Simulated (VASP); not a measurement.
Here is a VASP 6.6.1 calculation.

Contents of INCAR:

```
SYSTEM = MnO
PREC = Accurate
ENCUT = 520
EDIFF = 1E-7
ISMEAR = 0
SIGMA = 0.05
LREAL = .FALSE.
LASPH = .TRUE.
NELM = 150
ALGO = Normal
ISIF = 2
LWAVE = .FALSE.
LCHARG = .FALSE.
ISPIN = 2
MAGMOM = 4.35 -4.35 0 0
LORBIT = 11
LMAXMIX = 4
GGA = PE
NBANDS = 31
```

KPOINTS

```
Automatic mesh
0
G
  12 12 8
  0 0 0
```

POSCAR

```
MnO
1.0
    3.0554544993      0.0000000000      0.0000000000
   -1.5277272496      2.6461012165      0.0000000000
    0.0000000000      0.0000000000      5.2703660906
Mn O
2 2
Direct
    0.0000000000      0.0000000000      0.0000000000
    0.0000000000      0.0000000000      0.5000000000
    0.3333333333      0.6666666667      0.2500001617
    0.6666666667      0.3333333333      0.7499998383
```

Potentials or basis: VASP PAW PBE potentials, release 64 (Mn_pv, O).

Command:

```sh
$ cat potpaw_PBE.64/Mn_pv/POTCAR potpaw_PBE.64/O/POTCAR > POTCAR
$ mpirun -np 1 vasp_std > vasp.out
```

Task: What does it give for the pressure?

Result: 3.1 GPa.

Task: What does it give for the net moment?

Result: 0.00 μB per cell.

Stress tensor (GPa, compression positive):
```
2.97 0.00 0.00
0.00 2.97 0.00
0.00 0.00 3.23
```
